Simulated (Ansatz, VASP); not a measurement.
# Al in VASP and in Ansatz

POSCAR

```
Al
1.0
   -1.6150869704      1.6150869704      1.5434821293
    1.6150869704     -1.6150869704      1.5434821293
    1.6150869704      1.6150869704     -1.5434821293
Al
1
Direct
    0.0000000000      0.0000000000      0.0000000000
```

File INCAR.step1:

```
SYSTEM = Al
PREC = Accurate
ENCUT = 520
ISMEAR = 0
SIGMA = 0.15
LREAL = .FALSE.
LASPH = .TRUE.
NELM = 80
NBANDS = 8
GGA = PE
ALGO = Normal
EDIFF = 1E-4
LWAVE = .TRUE.
LCHARG = .FALSE.
```

Contents of INCAR.step2:

```
SYSTEM = Al
PREC = Accurate
ENCUT = 520
EDIFF = 1E-7
ISMEAR = 0
SIGMA = 0.15
LREAL = .FALSE.
LASPH = .TRUE.
NELM = 80
ALGO = Normal
ISIF = 2
LWAVE = .FALSE.
LCHARG = .FALSE.
METAGGA = R2SCAN
LMIXTAU = .TRUE.
NBANDS = 8
ISTART = 1
```

File KPOINTS:

```
regular mesh
0
G
  20 20 20
  0 0 0
```

Input for Ansatz:

```yaml
crystal:
  lattice:
    - [-1.6150869704, 1.6150869704, 1.5434821293]
    - [1.6150869704, -1.6150869704, 1.5434821293]
    - [1.6150869704, 1.6150869704, -1.5434821293]
  atoms:
    - { symbol: Al, position: [0.0, 0.0, 0.0] }
basis:
  ecutwfc: 500
kpoints:
  mp_grid: { grid: [20, 20, 20] }
hamiltonian:
  xc: r2scan
scf:
  occupations: { method: gaussian, width: 0.15 }
output:
  forces: true
  stress: true
  eigenvalues: true
```

Change from the starting cell: strain +0.015 along x and y, -0.030 along z, atoms carried along.

Alike in both runs: task single point; functional r2SCAN; k mesh 20 × 20 × 20; occupations gaussian, width 0.15 eV; no spin polarisation.

```csv
,VASP,Ansatz
version,VASP 6.6.1,Ansatz 0.2.0
potentials or method,"VASP PAW PBE potentials, release 64 (Al), cutoff 520 eV","scalar-relativistic, plane waves, PAW"
valence electrons in the cell,3,3
```

|  | VASP | Ansatz | Ansatz less VASP |
| --- | --- | --- | --- |
| gap on the k mesh at the Fermi level (eV) | none | none | - |
| pressure (GPa) | 0.2 | 0.5 | +0.31 |
| traceless stress, the component that is largest in VASP (GPa) | -1.19 | -1.19 | +0.002 |

VASP's potentials were made for PBE, not for r2SCAN. A gap of «none» marks a metal or a gap that the smearing closes. With one functional, cell and mesh, what is left measures potentials, basis and numerics.
